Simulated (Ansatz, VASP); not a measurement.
**One calculation of ZnS, two programs**

```
CELL_PARAMETERS angstrom
3.69183 0.00000 0.00000
-1.84591 3.19722 0.00000
0.00000 0.00000 6.64296
ATOMIC_POSITIONS crystal
Zn 0.33333 0.66667 0.00000
Zn 0.66667 0.33333 0.50000
S 0.33333 0.66667 0.38500
S 0.66667 0.33333 0.88500
```

Alike in both runs: task single point; functional PBE; k mesh 12 × 12 × 6; occupations gaussian, width 0.05 eV; no spin polarisation.

|  | VASP | Ansatz |
| --- | --- | --- |
| version | VASP 6.6.1 | Ansatz 0.2.0 |
| potentials or method | VASP PAW PBE potentials, release 64 (Zn, S), cutoff 520 eV | scalar-relativistic, plane waves, PAW |
| valence electrons in the cell | 36 | 36 |

```csv
,VASP,Ansatz,Ansatz less VASP
gap on the k mesh at the Fermi level (eV),1.99,1.98,-0.004
least direct gap on the mesh (eV),1.99,1.98,-0.004
pressure (GPa),4.4,4.2,-0.16
"traceless stress, the component that is largest in VASP (GPa)",-8.72,-8.65,+0.063
rms of the force components (eV/Å),0.375,0.368,-0.0065
```

Atom by atom the forces differ by 0.007 eV/Å (rms over components).
